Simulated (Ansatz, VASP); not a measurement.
**One calculation of CsI, two programs**

Contents of POSCAR:

```
CsI
1.0
    4.6080831759      0.0000000000      0.0000000000
    0.0000000000      4.6080831759      0.0000000000
    0.0000000000      0.0000000000      4.6080831759
Cs I
1 1
Direct
    0.0000000000      0.0000000000      0.0000000000
    0.5000000000      0.5000000000      0.5000000000
```

File INCAR.step1:

```
ALGO     = Normal         # electronic algorithm
EDIFF    = 1E-5           # SCF threshold, eV
ENCUT    = 400            # plane-wave cutoff, eV
GGA      = PE             # functional
GGA_COMPAT= False        
ISIF     = 2              # what is computed and relaxed
ISMEAR   = 0              # smearing method
LASPH    = True           # aspherical terms in the spheres
LREAL    = False          # projectors in reciprocal space
LWAVE    = True           # write WAVECAR
NBANDS   = 15             # bands
NELM     = 120            # most SCF steps
PREC     = Accurate       # precision mode
SIGMA    = 0.01           # smearing width, eV
```

The input INCAR.step2:

```
AEXX     = 0.4            # exact-exchange fraction
ALGO     = Normal         # electronic algorithm
EDIFF    = 1E-6           # SCF threshold, eV
ENCUT    = 400            # plane-wave cutoff, eV
GGA      = PE             # functional
GGA_COMPAT= False        
HFSCREEN = 0.5            # screening, 1/A
ISIF     = 2              # what is computed and relaxed
ISMEAR   = 0              # smearing method
ISTART   = 1            
LASPH    = True           # aspherical terms in the spheres
LCHARG   = True           # write CHGCAR
LELF     = True           # ELF
LHFCALC  = True           # exact exchange
LREAL    = False          # projectors in reciprocal space
LVHAR    = True         
LWAVE    = False          # write WAVECAR
NBANDS   = 15             # bands
NELM     = 120            # most SCF steps
PREC     = Accurate       # precision mode
PRECFOCK = Normal       
SIGMA    = 0.01           # smearing width, eV
```

The input KPOINTS:

```
k-points
0
Gamma
  4 4 4
```

Input for Ansatz:

```yaml
crystal:
  lattice:
    - [4.6080831759, 0.0, 0.0]
    - [0.0, 4.6080831759, 0.0]
    - [0.0, 0.0, 4.6080831759]
  atoms:
    - { symbol: Cs, position: [0.0, 0.0, 0.0] }
    - { symbol: I, position: [0.5, 0.5, 0.5] }
kpoints:
  mp_grid: { grid: [4, 4, 4] }
hamiltonian:
  xc: { exchange: pbe, correlation: pbe, exx: { coeff: 0.4, omega: 0.5 } }
scf:
  occupations: { method: fixed }
  n_extra_bands: 4
output:
  forces: true
  stress: true
  eigenvalues: true
```

Alike in both runs: task single point; functional PBE-based screened hybrid; k mesh 4 × 4 × 4; no spin polarisation.

|  | VASP | Ansatz |
| --- | --- | --- |
| version | VASP 6.6.1 | Ansatz 0.2.0 |
| potentials or method | VASP PAW PBE potentials, release 64 (Cs_sv, I) | plane waves |
| plane-wave cutoff (eV) | 400 | 420 |
| occupations | gaussian, width 0.01 eV | fixed |
| valence electrons in the cell | 16 | 26 |

VASP gave:

| Quantity | Value |
| --- | --- |
| gap on the k mesh at the Fermi level (eV) | 4.55 |
| pressure (GPa) | 0.1 |

Q: What did Ansatz give for the same quantities?

A: gap on the k mesh at the Fermi level (eV): 4.58; pressure (GPa): 0.2.

VASP's potentials were made for PBE, not for PBE-based screened hybrid. VASP's potentials hold 16 valence electrons a cell and Ansatz's 26, so a difference there can come from the potentials and not from the codes. Ansatz's warnings: stress exchange threshold loose, stress scf threshold loose.

Neither program's run includes spin-orbit coupling.
